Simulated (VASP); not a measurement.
Input of a VASP 6.6.1 run:

File INCAR:

```
PREC = Accurate ; ENCUT = 650
EDIFF = 1E-6 ; ISMEAR = 0
SIGMA = 0.1 ; LREAL = F
LASPH = T ; NELM = 120
ALGO = Normal ; ISIF = 2
LWAVE = F ; LCHARG = F
GGA = PE ; NBANDS = 8
GGA_COMPAT = F
```

Contents of KPOINTS:

```
Automatic mesh
0
Gamma
  10 10 10
```

Contents of POSCAR:

```
Li
1.0
    3.4153260000      0.0000000000      0.0000000000
    0.0000000000      3.4153260000      0.0000000000
    0.0000000000      0.0000000000      3.4153260000
Li
1
Direct
    0.0000000000      0.0000000000      0.0000000000
```

Potentials or basis: VASP PAW PBE potentials, release 64 (Li_sv).

Command:

```console
$ cat potpaw_PBE.64/Li_sv/POTCAR > POTCAR
$ mpirun -np 1 vasp_std > vasp.out
```

(1) Predict the band gap on the k mesh.

(2) Predict the pressure.

Answers

(1) zero (an odd number of electrons rules out a gap without spin polarisation).

(2) -2.8 GPa.
